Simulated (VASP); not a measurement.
A run of VASP 6.6.1 is set up as follows.

INCAR

```
  PREC = Accurate
  ENCUT = 520
  EDIFF = 1E-6
  ISMEAR = 0
  SIGMA = 0.1
  LREAL = False
  LASPH = True
  NELM = 100
  ALGO = Normal
  ISIF = 2
  LWAVE = False
  LCHARG = False
  GGA = PE
  NBANDS = 30
```

Contents of KPOINTS:

```
Automatic mesh
0
Gamma
  6 6 4
```

File POSCAR:

```
Cs
1.0
    5.0975686544     -5.1104743255      0.0000000000
    5.0975686544      5.1104743255      0.0000000000
    0.0000000000      0.0000000000     12.9746109777
Cs
5
Direct
    0.5000000000      0.0000000000      0.3075333099
    0.0000000000      0.5000000000      0.6924666901
    0.0000000000      0.5000000000      0.3075333099
    0.5000000000      0.0000000000      0.6924666901
    0.0000000000      0.0000000000      0.0000000000
```

Potentials or basis: VASP PAW PBE potentials, release 64 (Cs_sv).

Run with:

```console
$ cat potpaw_PBE.64/Cs_sv/POTCAR > POTCAR
$ mpirun -np 1 vasp_std > vasp.out
```

Task: Predict the pressure.

Result: 0.0 GPa.
